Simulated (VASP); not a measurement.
Wanted: the native input for a VASP 6.6.1 run.

* Task: single point
* Functional: PBE
* Potentials or basis: VASP PAW PBE potentials, release 64 (C)
* Cutoff: 520 eV
* k mesh: 6 × 6 × 6
* Occupations: gaussian, width 0.01 eV
* Spin: no spin polarisation
* Dipole correction: no
* Further INCAR settings: ALGO = Normal; EDIFF = 1e-06; NBANDS = 11

The structure of C lies in POSCAR:

```
C
1.0
    0.0000000000      1.7801241425      1.8513291082
    1.7801241425      0.0000000000      1.8513291082
    1.7801241425      1.7801241425      0.0000000000
C
2
Direct
    0.0000000000      0.0000000000      0.0000000000
    0.2500000000      0.2500000000      0.2500000000
```

This cell differs from its parent crystal: uniaxial z strain +4.0%.

The input as run:

INCAR

```
PREC = Accurate
ENCUT = 520
EDIFF = 1E-6
ISMEAR = 0
SIGMA = 0.01
LREAL = F
LASPH = T
NELM = 80
ALGO = Normal
ISIF = 2
LWAVE = F
LCHARG = F
GGA = PE
NBANDS = 11
```

KPOINTS

```
Automatic mesh
0
Gamma
  6 6 6
```

Potentials or basis: VASP PAW PBE potentials, release 64 (C).

Launch:

```sh
$ cat potpaw_PBE.64/C/POTCAR > POTCAR
$ mpirun -np 1 vasp_std > vasp.out
```

It gave:

| Property | Result |
| --- | --- |
| Pressure | -11.5 GPa |
| Band gap on the k mesh | 3.59 eV, indirect (least direct gap 5.15 eV) |

Caveat: the k points lie up to 0.50 Å⁻¹ apart; the cell differs from its parent crystal (uniaxial z strain +4.0%).

It took 5.8 s on 1 thread of AMD EPYC 7R13, with other jobs on the host, peak memory 0.12 GiB.
